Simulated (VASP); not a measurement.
InSe: single point with LDA

The system is InSe.

```
In Se
1.0
     5.86498   -2.06826    0.00000
     5.86498    2.06826    0.00000
    -1.73465    0.00000    4.80295
In Se
2 2
Direct
  0.88820 0.88820 0.04684
  0.11180 0.11180 0.95316
  0.66093 0.66093 0.66896
  0.33907 0.33907 0.33104
```

* Program: VASP 6.6.1
* Task: single point
* Functional: LDA
* Potentials or basis: VASP PAW LDA potentials, release 64 (In_d, Se)
* Cutoff: 520 eV
* k mesh: 7 × 7 × 6
* Occupations: fermi-dirac, width 0.05 eV
* Spin: no spin polarisation
* Dipole correction: no
* Further INCAR settings: ALGO = Normal; EDIFF = 1e-06; NBANDS = 27

- Pressure: -3.5 GPa
- Largest force: 0.210 eV/Å
- Band gap on the k mesh: 0.97 eV (least direct gap 1.02 eV)

Forces in eV/Å, atoms in the order of the input:
```
In  -0.143  0.000  0.026
In   0.143  0.000 -0.026
Se  -0.006  0.000  0.210
Se   0.006  0.000 -0.210
```

Stress tensor (GPa, compression positive):
```
-4.18  0.00  0.01
 0.00 -3.43  0.00
 0.01  0.00 -2.95
```

Levels at points of the mesh, in eV from the valence-band top:
```tsv
k point	band 15	band 16	band 17	band 18	band 19	band 20	band 21	band 22	band 23	band 24
(0.00, 0.00, 0.00)	-3.70	-2.18	-1.91	-1.29	-1.09	2.55	2.93	3.51	4.73	5.37
(0.00, 0.00, 0.50)	-2.11	-1.71	-1.39	-1.02	-0.36	0.97	1.99	3.42	3.82	6.23
```

Run time: 7.2 min on 1 thread of Intel Xeon 8259CL (shared host), peak memory 0.4 GiB.

Caveat: the cell stands under tension; spin-orbit coupling is left out, which moves the levels of the heavy elements; an odd mesh through Γ misses points on the zone boundary, where band edges can lie.
